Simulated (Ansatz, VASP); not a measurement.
One calculation of BaTe, two programs

File INCAR:

```
PREC     = Accurate       # precision mode
ENCUT    = 520            # plane-wave cutoff, eV
EDIFF    = 1E-6           # SCF threshold, eV
ISMEAR   = -1             # smearing method
SIGMA    = 0.02           # smearing width, eV
LREAL    = F              # projectors in reciprocal space
LASPH    = T              # aspherical terms in the spheres
NELM     = 80             # most SCF steps
ALGO     = Normal         # electronic algorithm
ISIF     = 2              # what is computed and relaxed
LWAVE    = F              # write WAVECAR
LCHARG   = F              # write CHGCAR
GGA      = PE             # functional
NBANDS   = 15             # bands
```

File KPOINTS:

```
Automatic mesh
0
Gamma
  6 6 6
```

POSCAR

```
BaTe
1.0
    0.0353238682      3.5677106931      3.5677106931
    3.5677106931      0.0353238682      3.5677106931
    3.5677106931      3.5677106931      0.0353238682
Ba Te
1 1
Direct
    0.0000000000      0.0000000000      0.0000000000
    0.5000000000      0.5000000000      0.5000000000
```

Input for Ansatz:

```yaml
crystal:
  lattice:
    - [0.0353238682, 3.5677106931, 3.5677106931]
    - [3.5677106931, 0.0353238682, 3.5677106931]
    - [3.5677106931, 3.5677106931, 0.0353238682]
  atoms:
    - { symbol: Ba, position: [0.0, 0.0, 0.0] }
    - { symbol: Te, position: [0.5, 0.5, 0.5] }
kpoints:
  mp_grid: { grid: [6, 6, 6] }
  band_path:
    path:
      - [0.0, 0.0, 0.0]
      - [0.5, 0.0, 0.5]
      - [0.625, 0.25, 0.625]
      - [0.375, 0.375, 0.75]
      - [0.5, 0.5, 0.5]
      - [0.5, 0.25, 0.75]
      - [0.0, 0.5, 0.5]
    npoints: 1
hamiltonian:
  xc: pbe
scf:
  occupations: { method: fermi_dirac, width: 0.02 }
  n_extra_bands: 4
output:
  forces: true
  stress: true
  eigenvalues: true
```

Change from the starting cell: shear_111 strain +1.5%.

Alike in both runs: task single point; functional PBE; k mesh 6 × 6 × 6; occupations fermi-dirac, width 0.02 eV; no spin polarisation.

|  | VASP | Ansatz |
| --- | --- | --- |
| version | VASP 6.6.1 | Ansatz 0.2.0 |
| potentials or method | VASP PAW PBE potentials, release 64 (Ba_sv, Te) | plane waves, PAW |
| plane-wave cutoff (eV) | 520 | 420 |
| valence electrons in the cell | 16 | 26 |

```csv
,VASP,Ansatz,Ansatz less VASP
gap on the k mesh at the Fermi level (eV),1.59,1.67,+0.075
pressure (GPa),-0.1,-0.4,-0.29
"traceless stress, the component that is largest in VASP (GPa)",-0.12,-0.12,-0.001
```

VASP's potentials hold 16 valence electrons a cell and Ansatz's 26, so a difference there can come from the potentials and not from the codes.

Spin-orbit coupling is off throughout.
